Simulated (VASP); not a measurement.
A run of VASP 6.6.1:

Contents of POSCAR:

```
SnTe
1.0
    0.0000000000      3.6350615711      3.6350615711
    3.6350615711      0.0000000000      3.6350615711
    3.6350615711      3.6350615711      0.0000000000
Te Sn
1 1
Direct
    0.2500000000      0.2500000000      0.2500000000
    0.0000000000      0.0000000000      0.0000000000
```

File INCAR.step1:

```
PREC = Accurate
ENCUT = 520
EDIFF = 1E-5
ISMEAR = -1
SIGMA = 0.05
LREAL = F
LASPH = T
NELM = 100
ALGO = Normal
ISIF = 2
LWAVE = T
LCHARG = F
NBANDS = 17
GGA = PE
```

The input INCAR.step2:

```
PREC = Accurate
ENCUT = 520
EDIFF = 1E-6
ISMEAR = -1
SIGMA = 0.05
LREAL = F
LASPH = T
NELM = 100
ALGO = Normal
ISIF = 2
LWAVE = F
LCHARG = F
GGA = PE
LHFCALC = T
HFSCREEN = 0.2079
PRECFOCK = Normal
NBANDS = 17
ISTART = 1
```

KPOINTS

```
regular mesh
0
Gamma
  4 4 4
```

Potentials or basis: VASP PAW PBE potentials, release 64 (Te, Sn_d).

Launch:

```sh
$ cat potpaw_PBE.64/Te/POTCAR potpaw_PBE.64/Sn_d/POTCAR > POTCAR
$ cp INCAR.step1 INCAR
$ mpirun -np 1 vasp_std > vasp.out
$ cp INCAR.step2 INCAR
$ mpirun -np 1 vasp_std > vasp.out
```

Hardware: 1 thread of AMD EPYC 7R43 64-Core Processor (Zen 3) (shared host).

**Question.** How long does it take, and how much memory?

**Answer.** It took 22 min on 1 thread of AMD EPYC 7R43 64-Core Processor (Zen 3), with other jobs on the host, peak memory 0.31 GiB. Counts: k points 8.
